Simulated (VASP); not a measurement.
AgI:

```
CELL_PARAMETERS angstrom
4.59000 0.00000 0.00000
-2.29500 3.97506 0.00000
0.00000 0.00000 7.52000
ATOMIC_POSITIONS crystal
Ag 0.66667 0.33333 0.63000
Ag 0.33333 0.66667 0.13000
I 0.66667 0.33333 0.00000
I 0.33333 0.66667 0.50000
```

| Quantity | Value |
| --- | --- |
| Program | VASP 6.6.1 |
| Task | relaxation of cell and atoms |
| Functional | PBEsol |
| Potentials or basis | VASP PAW PBE potentials, release 64 (Ag, I) |
| Cutoff | 500 eV |
| k mesh | 10 × 10 × 6 |
| Occupations | fermi-dirac, width 0.05 eV |
| Spin | no spin polarisation |

At the start: pressure -0.7 GPa; volume 34.30 Å³/atom.

Q: How do energy, volume and symmetry change on relaxing?

A: Over 11 steps the energy falls by 2.6 meV/atom and the volume is 33.51 Å³/atom (-2.3 %); space group P6_3mc (No. 186, to 0.1 Å) before and after.

The path:
```csv
step,energy change (eV),largest force (eV/Å),pressure (GPa),volume (Å³)
1,0.0000,0.0789,-0.75,137.21
2,-0.0094,0.0392,-0.02,134.05
3,-0.0095,0.0354,0.06,133.78
4,-0.0095,0.0364,0.05,133.85
5,-0.0097,0.0196,0.01,133.96
6,-0.0098,0.0097,-0.01,134.03
7,-0.0099,0.0084,-0.01,134.02
8,-0.0101,0.0043,0.00,133.98
9,-0.0103,0.0033,0.03,133.90
10,-0.0102,0.0051,-0.07,134.27
11,-0.0103,0.0002,0.00,134.03
```

Final structure:
```
Ag I
1.0
     4.55773    0.00000    0.00000
    -2.27886    3.94711    0.00000
     0.00000    0.00000    7.45040
Ag I
2 2
Direct
  0.66667 0.33333 0.62751
  0.33333 0.66667 0.12751
  0.66667 0.33333 0.00249
  0.33333 0.66667 0.50249
```

Caveat: the PAW data sets were made with another functional, which shifts forces and pressure a little.
